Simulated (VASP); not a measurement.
## TiO2: single point with PBE+D3(BJ)+U

TiO2:

```
Ti O
1.0
     1.53915    0.88863    3.83783
    -1.53915    0.88863    3.83783
     0.00000   -1.77726    3.83783
Ti O
1 2
Cartesian
  0.0000 0.0000 0.0000
  0.0000 0.0000 6.9283
  0.0000 0.0000 4.5852
```

```
Program             : VASP 6.6.1
Task                : single point
Functional          : PBE
Dispersion          : D3(BJ)
Potentials or basis : VASP PAW PBE potentials, release 64 (Ti_sv, O)
Cutoff              : 520 eV
k mesh              : 9 × 9 × 9
Occupations         : gaussian, width 0.05 eV
Spin                : no spin polarisation
Hubbard terms       : Ti d U = 4.0 eV
```

```json
{
  "Pressure": "30.6 GPa",
  "Largest force": "2.727 eV/Å",
  "Band gap on the k mesh": "2.33 eV (least direct gap 2.65 eV)",
  "Dispersion energy per atom": "-0.243 eV"
}
```

Forces on the atoms (eV/Å):
```
Ti   0.000  0.000  0.000
O    0.000  0.000 -2.727
O    0.000  0.000  2.727
```

Stress tensor (GPa, compression positive):
```
22.35  0.00  0.00
 0.00 22.35  0.00
 0.00  0.00 47.13
```

Levels at points of the mesh, in eV from the valence-band top:
| k point | band 9 | band 10 | band 11 | band 12 | band 13 | band 14 | band 15 | band 16 |
| --- | --- | --- | --- | --- | --- | --- | --- | --- |
| (0.00, 0.00, 0.00) | -5.29 | -1.27 | -1.27 | -0.36 | 2.49 | 2.49 | 3.76 | 7.29 |

Eigenvalues of the final occupation matrices:
```csv
site,spin,trace,eigenvalues
site 1 d,1,0.86,0.10 0.10 0.10 0.28 0.28
site 1 d,2,0.86,0.10 0.10 0.10 0.28 0.28
```

Run time: 110 s on 1 thread of Intel Xeon 8259CL, with other jobs on the host, peak memory 0.21 GiB.

Caveat: the stress differs along the axes, from 22 to 47 GPa; forces of over 1 eV/Å act on the atoms, so gaps and moduli don't describe the material at rest. A k mesh can miss the band edges.
